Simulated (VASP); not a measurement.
# Se (Pm-3m) in VASP: notebook, part 2 of 2

VASP 6.6.1. The steps go on from the part before.

**4. Electric field gradients, PBEsol (volume scaled by 1.05)**

File INCAR:

```
PREC = Accurate
ENCUT = 520
EDIFF = 1E-8
ISMEAR = -1
SIGMA = 0.03
LREAL = False
LASPH = True
NELM = 60
ALGO = Normal
ISIF = 2
LWAVE = False
LCHARG = False
GGA = PS
LEFG = True
NBANDS = 9
```

File KPOINTS:

```
Automatic mesh
0
Gamma
  12 12 12
```

File POSCAR:

```
Se
1.0
    2.8566460141      0.0000000000      0.0000000000
    0.0000000000      2.8566460141      0.0000000000
    0.0000000000      0.0000000000      2.8566460141
Se
1
Direct
    0.0000000000      0.0000000000      0.0000000000
```

Potentials or basis: VASP PAW PBE potentials, release 64 (Se).

The run is started by

```console
> cat potpaw_PBE.64/Se/POTCAR > POTCAR
> mpirun -np 1 vasp_std > vasp.out
```

OUTCAR:

```text
PREC = Accurate
   ENCUT = 520
   EDIFF = 1E-8
   ISMEAR = -1
   LREAL = False
   LASPH = True
   NELM = 60
   ISIF = 2
   GGA = PS

 ion  position               nearest neighbor table
   1  0.000  0.000  0.000-

  LATTYP: Found a simple cubic cell.
 ALAT       =     2.8566460141

  Lattice vectors:

 A1 = (   2.8566460141,   0.0000000000,   0.0000000000)
 A2 = (   0.0000000000,   2.8566460141,   0.0000000000)
 A3 = (   0.0000000000,   0.0000000000,   2.8566460141)

Analysis of symmetry for initial positions (statically):
=====================================================================
 Subroutine PRICEL returns:
 Original cell was already a primitive cell.

 Routine SETGRP: Setting up the symmetry group for a
 simple cubic supercell.

 Subroutine GETGRP returns: Found 48 space group operations
 (whereof 48 operations were pure point group operations)
 out of a pool of 48 trial point group operations.

The static configuration has the point symmetry O_h .

Analysis of symmetry for dynamics (positions and initial velocities):
=====================================================================
 Subroutine PRICEL returns:
 Original cell was already a primitive cell.

 Routine SETGRP: Setting up the symmetry group for a
 simple cubic supercell.

 Subroutine GETGRP returns: Found 48 space group operations
 (whereof 48 operations were pure point group operations)
 out of a pool of 48 trial point group operations.

The dynamic configuration has the point symmetry O_h .

 Subroutine INISYM returns: Found 48 space group operations
 (whereof 48 operations are pure point group operations),
 and found     1 'primitive' translations

----------------------------------------------------------------------------------------

                                     Primitive cell

  volume of cell :      23.3114

  direct lattice vectors                    reciprocal lattice vectors
     2.856646014  0.000000000  0.000000000     0.350060874  0.000000000  0.000000000
     0.000000000  2.856646014  0.000000000     0.000000000  0.350060874  0.000000000
     0.000000000  0.000000000  2.856646014     0.000000000  0.000000000  0.350060874

  length of vectors
     2.856646014  2.856646014  2.856646014     0.350060874  0.350060874  0.350060874

  position of ions in fractional coordinates (direct lattice)
     0.000000000  0.000000000  0.000000000

  ion indices of the primitive-cell ions
   primitive index   ion index
                 1           1

----------------------------------------------------------------------------------------

 KPOINTS: Automatic mesh

[... 64 lines left out ...]
   LASPH  =      T    aspherical Exc in radial PAW
   ENCUT  =  520.0 eV  38.22 Ry    6.18 a.u.   5.31  5.31  5.31*2*pi/ulx,y,z
   NELM   =     60;   NELMIN=  2; NELMDL= -5     # of ELM steps
   EDIFF  = 0.1E-07   stopping-criterion for ELM
   LREAL  =      F    real-space projection
   EDIFFG = 0.1E-06   stopping-criterion for IOM
   NSW    =      0    number of steps for IOM
   IBRION =     -1    ionic relax: 0-MD 1-quasi-New 2-CG
   NFREE  =      0    steps in history (QN), initial steepest desc. (CG)
   ISIF   =      2    stress and relaxation
   ISYM   =      2    0-nonsym 1-usesym 2-fastsym
   POTIM  = 0.5000    time-step for ionic-motion
   TEBEG  =    0.0;   TEEND  =   0.0 temperature during run
   PSTRESS=    0.0 pullay stress
   NELECT =       6.0000    total number of electrons
   NUPDOWN=      -1.0000    fix difference up-down
   EMIN   =  10.00;   EMAX   =-10.00  energy-range for DOS
   EFERMI =   0.00;   METHOD = LEGACY
   ISMEAR =    -1;   SIGMA  =   0.03  broadening in eV -4-tet -1-fermi 0-gaus
   EFERMI_NEDOS =   21; number of points for ismear=-14 and -15
   IALGO  =     38    algorithm
   IMIX   =      4    mixing-type and parameters
     AMIX     =   0.40;   BMIX     =  1.00
     AMIX_MAG =   1.60;   BMIX_MAG =  1.00
  volume/ion in A,a.u.               =      23.31       157.31
  Fermi-wavevector in a.u.,A,eV,Ry     =   1.041363  1.967891 14.754660  1.084437
  Thomas-Fermi vector in A             =   2.175980
   LORBIT       =      0    0 simple, 1 ext, 2 COOP (PROOUT), +10 PAW based schemes
   GGA     = PS    functional components
   LHFCALC =     F    Hartree Fock is set to
   AEXX    =    0.0000 exact exchange contribution
   IVDW    =     0    specifies the selected vdW correction
   LEPSILON=     F    determine dielectric tensor
   LRPA    =     F    only Hartree local field effects (RPA)
 non-spin polarized calculation
  energy-cutoff  :      520.00
  volume of cell :       23.31
 maximum number of plane-waves:       647
 NGX is ok and might be reduce to    24
   NGX = 11   NGY = 11   NGZ = 11

 number of electron       5.9999999 magnetization

 Free energy of the ion-electron system (eV)
  ---------------------------------------------------
  ext. energy  EPLUGINS =         0.00000000
  ---------------------------------------------------
  free energy    TOTEN  =        -3.72807418 eV

  energy without entropy =       -3.72619770  energy(sigma->0) =       -3.72713594

 E-fermi :   4.2131     XC(G=0):  -9.9471

 val. band max:        4.1871034926   @ k =   0.3333   0.1667   0.1667
 cond. band min:       4.2623692715   @ k =   0.4167   0.1667   0.0833
 fundamental gap:      0.0752657789
 Fermi energy:         4.2131416042

 k-point     1 :       0.0000    0.0000    0.0000
  band No.  band energies     occupation
      1     -11.5715      2.00000
      2       5.5524      0.00000
      3       5.5524      0.00000
      4       5.5524      0.00000
      5      11.6932      0.00000
      6      11.9964      0.00000
      7      11.9964      0.00000
      8      26.1089      0.00000
      9      26.1089      0.00000
[... 265 lines left out ...]
 k-point    24 :       0.4167    0.3333    0.0000
  band No.  band energies     occupation
      1      -8.5088      2.00000
      2      -0.8116      2.00000
      3       0.7451      2.00000
      4       7.6583      0.00000
      5       9.1708      0.00000
      6      15.9772      0.00000
      7      19.3523      0.00000
      8      20.4223      0.00000
      9      20.8707      0.00000

 [... further k-points ...]
[... 5 lines left out ...]
  --------------------------------------------------------------------------------------
  -------------------------------------------------------------------------------------
  Total       -0.7365896     -0.7365896     -0.7365896     -0.0000000     -0.0000000      0.0000000
  in kB      -50.6252151    -50.6252151    -50.6252151     -0.0000000     -0.0000000      0.0000000
  external PRESSURE =     -50.6252151 kB  Pullay stress =       0.0000000 kB

 VOLUME and BASIS-vectors are now :
 -----------------------------------------------------------------------------
  energy-cutoff  :      520.00
  volume of cell :       23.31
      direct lattice vectors                 reciprocal lattice vectors
     2.856646014  0.000000000  0.000000000     0.350060874  0.000000000  0.000000000
     0.000000000  2.856646014  0.000000000     0.000000000  0.350060874  0.000000000
     0.000000000  0.000000000  2.856646014     0.000000000  0.000000000  0.350060874

 POSITION                                       TOTAL-FORCE (eV/Angst)
 -----------------------------------------------------------------------------------
      0.00000      0.00000      0.00000         0.000000      0.000000      0.000000
 -----------------------------------------------------------------------------------
    total drift:                               -0.000000      0.000000      0.000000

  FREE ENERGIE OF THE ION-ELECTRON SYSTEM (eV)
  ---------------------------------------------------
  free  energy   TOTEN  =        -3.7280741801 eV

  energy  without entropy=       -3.7261976971  energy(sigma->0) =       -3.72713594

 Electric field gradients (V/A^2)
---------------------------------------------------------------------
 ion       V_xx      V_yy      V_zz      V_xy      V_xz      V_yz
---------------------------------------------------------------------
   1      -0.000    -0.000    -0.000    -0.000    -0.000    -0.000
---------------------------------------------------------------------

 Electric field gradients after diagonalization (V/A^2)
 (convention: |V_zz| > |V_xx| > |V_yy|)
----------------------------------------------------------------------
 ion       V_xx      V_yy      V_zz     asymmetry (V_yy - V_xx)/ V_zz
----------------------------------------------------------------------
   1      -0.000    -0.000    -0.000      -0.243
----------------------------------------------------------------------

           NMR quadrupolar parameters

 Cq : quadrupolar parameter    Cq=e*Q*V_zz/h
 eta: asymmetry parameters     (V_yy - V_xx)/ V_zz
 Q  : nuclear electric quadrupole moment in mb (millibarn)
----------------------------------------------------------------------
 ion       Cq(MHz)       eta       Q (mb)
----------------------------------------------------------------------
   1      -0.000      -0.243       1.000
----------------------------------------------------------------------
```

It took 7 s on 1 thread of Intel Xeon 6975P-C, shared host; peak memory 0.15 GiB.

What came out:

```
Free energy            : -3.7281 eV
Pressure               : -5.1 GPa
Band gap on the k mesh : zero (band 3 reaches 6.90 eV, above the bottom of band 4 at 1.02 eV)
```

Caveat: the cell differs from its parent crystal (volume scaled by 1.05); without QUAD_EFG the Cq values of the log hold for a quadrupole moment of 1 mb, not for the nuclei; the PAW data sets were made with another functional, which shifts forces and pressure a little.

**5. Density of states, PBEsol**

This run uses another cell than the first one, of 22.20 Å³/atom, 0.976 times its volume.

File POSCAR:

```
Se
1.0
    2.8105630200      0.0000000000      0.0000000000
    0.0000000000      2.8105630200      0.0000000000
    0.0000000000      0.0000000000      2.8105630200
Se
1
Direct
    0.0000000000      0.0000000000      0.0000000000
```

File INCAR.step1:

```
PREC     = Accurate       # precision mode
ENCUT    = 520            # plane-wave cutoff, eV
EDIFF    = 1E-7           # SCF threshold, eV
ISMEAR   = -1             # smearing method
SIGMA    = 0.03           # smearing width, eV
LREAL    = F              # projectors in reciprocal space
LASPH    = T              # aspherical terms in the spheres
NELM     = 60             # most SCF steps
ALGO     = Normal         # electronic algorithm
ISIF     = 2              # what is computed and relaxed
LWAVE    = F              # write WAVECAR
LCHARG   = T              # write CHGCAR
GGA      = PS             # functional
NBANDS   = 9              # bands
```

File KPOINTS.step1:

```
Automatic mesh
0
Gamma
  12 12 12
```

File INCAR.step2:

```
PREC     = Accurate       # precision mode
ENCUT    = 520            # plane-wave cutoff, eV
EDIFF    = 1E-7           # SCF threshold, eV
ISMEAR   = -5             # smearing method
SIGMA    = 0.03           # smearing width, eV
LREAL    = F              # projectors in reciprocal space
LASPH    = T              # aspherical terms in the spheres
NELM     = 60             # most SCF steps
ALGO     = Normal         # electronic algorithm
ISIF     = 2              # what is computed and relaxed
LWAVE    = F              # write WAVECAR
LCHARG   = F              # write CHGCAR
GGA      = PS             # functional
LORBIT   = 10             # projections on sites
NEDOS    = 2001           # points of the DOS
ICHARG   = 11             # starting density
```

File KPOINTS.step2:

```
Automatic mesh
0
Gamma
  18 18 18
```

The run is started by

```console
> cat potpaw_PBE.64/Se/POTCAR > POTCAR
> cp INCAR.step1 INCAR
> cp KPOINTS.step1 KPOINTS
> mpirun -np 1 vasp_std > vasp.out
> cp INCAR.step2 INCAR
> cp KPOINTS.step2 KPOINTS
> mpirun -np 1 vasp_std > vasp.out
```

Wall time 15 s (1 thread of Intel Xeon 6975P-C, shared host); peak memory 0.16 GiB.

It converged, with:

- Valence electrons inside the program's atomic spheres: Se 3.65

Levels at points of the mesh, in eV from the Fermi level:
```csv
k point,band 1,band 2,band 3,band 4,band 5,band 6
"(0.00, 0.00, 0.00)",-16.21,1.42,1.42,1.42,7.71,7.71
"(0.50, 0.00, 0.00)",-14.07,-7.14,2.89,2.89,9.93,11.58
"(0.50, 0.50, 0.00)",-11.94,-5.14,-5.14,2.70,4.22,13.49
"(0.50, 0.50, 0.50)",-9.77,-3.38,-3.38,-3.38,5.70,5.70
```

Caveat: the PAW data sets were made with another functional, which shifts forces and pressure a little; tetrahedron occupations give inexact forces and stress in metals.

**6. Summary**

| task | cell | k mesh for the DOS | occupations for the DOS | gap on the mesh (eV) | pressure (GPa) |
| --- | --- | --- | --- | --- | --- |
| electric field gradients | a = 2.834 Å, 1 atom | - | - | none | -3.6 |
| electric field gradients | a = 2.857 Å, 1 atom | - | - | none | -5.1 |
| density of states | a = 2.811 Å, 1 atom | 18 × 18 × 18 | tetrahedron | - | - |

Alike in all rows: level PBEsol; potentials or basis VASP PAW PBE potentials, release 64 (Se); no spin polarisation; k mesh 12 × 12 × 12; cutoff (eV) 520; smearing fermi-dirac 0.03 eV.

Caveats: the PAW data sets were made with another functional, which shifts forces and pressure a little; tetrahedron occupations give inexact forces and stress in metals (some runs).

Total energies depend on the potentials used, so only differences within one code and one set of settings carry meaning.
